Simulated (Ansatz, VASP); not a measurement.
ZrC: VASP beside Ansatz

```xyz
2
Lattice="0.0000 2.3376 2.3376 2.3376 0.0000 2.3376 2.3376 2.3376 0.0000" Properties=species:S:1:pos:R:3 pbc="T T T"
Zr    0.0000    0.0000    0.0000
C     2.3376    2.3376    2.3376
```

Alike in both runs: task relaxation of cell and atoms; functional PBE; dispersion D3(BJ); k mesh 20 × 20 × 20; occupations gaussian, width 0.1 eV; no spin polarisation.

|  | VASP | Ansatz |
| --- | --- | --- |
| version | VASP 6.6.1 | Ansatz 0.2.0 |
| potentials or method | VASP PAW PBE potentials, release 64 (Zr_sv, C), cutoff 600 eV | scalar-relativistic, plane waves, PAW |
| valence electrons in the cell | 16 | 16 |

```tsv
	VASP	Ansatz	Ansatz less VASP
gap on the k mesh at the Fermi level, each at its own relaxed structure (eV)	none	none	-
relaxed volume (Å³/atom)	12.76	12.76	-0.010
relaxed cell length with the largest relative difference (Å)	3.305	3.304	-0.0008
```

A gap of «none» marks a metal or a gap that the smearing closes.
